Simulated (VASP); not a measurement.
A run of VASP 6.6.1:

Contents of INCAR:

```
SYSTEM = KHfO2
PREC = Accurate ; ENCUT = 520
EDIFF = 1E-7 ; ISMEAR = 0
SIGMA = 0.1 ; LREAL = .FALSE.
LASPH = .TRUE. ; NELM = 100
ALGO = Normal ; ISIF = 2
LWAVE = .FALSE. ; LCHARG = .FALSE.
GGA = PE ; NBANDS = 24
```

KPOINTS

```
regular mesh
0
G
  6 6 4
  0 0 0
```

File POSCAR:

```
KHfO2
1.0
    4.1958853800      0.0000000000      0.0000000000
   -2.0979426900      3.6337433300      0.0000000000
    0.0000000000      0.0000000000      5.5766422700
K Hf O
1 1 2
Direct
    0.0000000000      0.0000000000      0.5000000000
    0.0000000000      0.0000000000      0.0000000000
    0.6666666700      0.3333333300      0.5000000000
    0.3333333300      0.6666666700      0.0000000000
```

Potentials or basis: VASP PAW PBE potentials, release 64 (K_sv, Hf_pv, O).

Command:

```sh
$ cat potpaw_PBE.64/K_sv/POTCAR potpaw_PBE.64/Hf_pv/POTCAR potpaw_PBE.64/O/POTCAR > POTCAR
$ mpirun -np 1 vasp_std > vasp.out
```

Hardware: 1 thread of Intel(R) Xeon(R) Platinum 8488C (Sapphire Rapids), on a shared host.

Q: How long does it take, and how much memory?

A: It took 65 s on 1 thread of Intel(R) Xeon(R) Platinum 8488C (Sapphire Rapids), on a shared host, peak memory 0.22 GiB. Counts: scf iterations 29, k points 21.
